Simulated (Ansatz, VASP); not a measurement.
# Two plane-wave programs on Ir

INCAR

```
SYSTEM = Ir
PREC     = Accurate       ! precision mode
ENCUT    = 520            ! plane-wave cutoff, eV
EDIFF    = 1E-6           ! SCF threshold, eV
ISMEAR   = -1             ! smearing method
SIGMA    = 0.05           ! smearing width, eV
LREAL    = .False.        ! projectors in reciprocal space
LASPH    = .True.         ! aspherical terms in the spheres
NELM     = 60             ! most SCF steps
ALGO     = Normal         ! electronic algorithm
ISIF     = 2              ! what is computed and relaxed
LWAVE    = .False.        ! write WAVECAR
LCHARG   = .False.        ! write CHGCAR
GGA      = PS             ! functional
NBANDS   = 16             ! bands
```

File KPOINTS:

```
regular mesh
0
Gamma
  13 13 13
  0 0 0
```

The input POSCAR:

```
Ir
1.0
    0.0000000000      2.7532269474      2.7532269474
    2.7532269474      0.0000000000      2.7532269474
    2.7532269474      2.7532269474      0.0000000000
Ir
2
Direct
   -0.1250000000     -0.1250000000     -0.1250000000
    0.1250000000      0.1250000000      0.1250000000
```

Input for Ansatz:

```yaml
crystal:
  lattice:
    - [0.0, 2.7532269474, 2.7532269474]
    - [2.7532269474, 0.0, 2.7532269474]
    - [2.7532269474, 2.7532269474, 0.0]
  atoms:
    - { symbol: Ir, position: [-0.125, -0.125, -0.125] }
    - { symbol: Ir, position: [0.125, 0.125, 0.125] }
kpoints:
  mp_grid: { grid: [13, 13, 13] }
  band_path:
    path:
      - [0.0, 0.0, 0.0]
      - [0.5, 0.0, 0.5]
      - [0.625, 0.25, 0.625]
      - [0.375, 0.375, 0.75]
      - [0.0, 0.0, 0.0]
      - [0.5, 0.5, 0.5]
      - [0.5, 0.25, 0.75]
      - [0.5, 0.0, 0.5]
    npoints: 8
scf:
  occupations: { method: fermi_dirac, width: 0.05 }
hamiltonian:
  xc: pbesol
  pseudopotentials: { kind: paw }
output:
  forces: true
  stress: true
  eigenvalues: true
  populations: true
  dos: { projected: true, de: 0.2, e_range: [-14, 8] }
```

Change from the starting cell: volume scaled by 1, PAW files.

Alike in both runs: task single point; functional PBEsol; k mesh 13 × 13 × 13; occupations fermi-dirac, width 0.05 eV; no spin polarisation.

```csv
,VASP,Ansatz
version,VASP 6.6.1,Ansatz 0.2.0
potentials or method,"VASP PAW PBE potentials, release 64 (Ir)","PAW with Ansatz's default frozen-core files, scalar-relativistic"
plane-wave cutoff (eV),520,420
valence electrons in the cell,18,34
```

|  | VASP | Ansatz | Ansatz less VASP |
| --- | --- | --- | --- |
| pressure (GPa) | -0.3 | 0.0 | +0.32 |

VASP's potentials were made for PBE, not for PBEsol. With one functional, cell and mesh, what is left measures potentials, basis and numerics. VASP's potentials hold 18 valence electrons a cell and Ansatz's 34, so a difference there can come from the potentials and not from the codes.

Neither program's run includes spin-orbit coupling.
